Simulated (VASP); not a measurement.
A run of VASP 6.6.1:

File INCAR:

```
PREC = Accurate
ENCUT = 520
EDIFF = 1E-8
ISMEAR = 1
SIGMA = 0.15
LREAL = False
LASPH = True
NELM = 100
ALGO = Normal
ISIF = 2
LWAVE = False
LCHARG = True
GGA = PS
IVDW = 12
IBRION = 6
NFREE = 2
POTIM = 0.015
NSW = 1
```

File KPOINTS:

```
regular mesh
0
Gamma
  14 14 14
```

File POSCAR:

```
W
1.0
    0.0000000000      2.0300000000      2.0300000000
    2.0300000000      0.0000000000      2.0300000000
    2.0300000000      2.0300000000      0.0000000000
W
1
Direct
    0.0000000000      0.0000000000      0.0000000000
```

Potentials or basis: VASP PAW PBE potentials, release 64 (W_sv).

Launch:

```sh
$ cat potpaw_PBE.64/W_sv/POTCAR > POTCAR
$ mpirun -np 1 vasp_std > vasp.out
```

Hardware: 1 thread of Intel Xeon 8259CL, on a shared host.

Estimate the wall time of this run.

Wall time 37 s on 1 thread of Intel Xeon 8259CL, on a shared host, peak memory 0.17 GiB. Counts: scf iterations 27, k points 104.
